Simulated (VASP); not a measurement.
Input of a VASP 6.6.1 run:

File POSCAR:

```
Si
1.0
    2.6598509571      0.0000000000      0.0000000000
   -1.3299254786      2.3034984991      0.0000000000
    0.0000000000      0.0000000000      2.4293590741
Si
1
Direct
    0.0000000000      0.0000000000      0.0000000000
```

The input INCAR.step1:

```
  PREC = Accurate
  ENCUT = 520
  ISMEAR = 0
  SIGMA = 0.15
  LREAL = F
  LASPH = T
  NELM = 100
  NBANDS = 8
  GGA = PE
  ALGO = Normal
  EDIFF = 1E-4
  LWAVE = T
  LCHARG = F
```

Contents of INCAR.step2:

```
  PREC = Accurate
  ENCUT = 520
  EDIFF = 1E-7
  ISMEAR = 0
  SIGMA = 0.15
  LREAL = F
  LASPH = T
  NELM = 100
  ALGO = Normal
  ISIF = 2
  LWAVE = F
  LCHARG = T
  METAGGA = R2SCAN
  LMIXTAU = T
  LELF = T
  LVHAR = T
  NBANDS = 8
  ISTART = 1
```

The input KPOINTS:

```
Automatic mesh
0
Gamma
  24 24 20
```

Potentials or basis: VASP PAW PBE potentials, release 64 (Si).

Run with:

```console
$ cat potpaw_PBE.64/Si/POTCAR > POTCAR
$ cp INCAR.step1 INCAR
$ mpirun -np 1 vasp_std > vasp.out
$ cp INCAR.step2 INCAR
$ mpirun -np 1 vasp_std > vasp.out
```

(1) Predict the band gap on the k mesh.

(2) Estimate the pressure.

Answers

(1) zero (bands 2 and 3 overlap by 12.96 eV).

(2) 0.7 GPa.

Caveat: the cell differs from its parent crystal (strain +0.015 along x and y, -0.015 along z); the PAW data sets were made with another functional, which shifts forces and pressure a little.
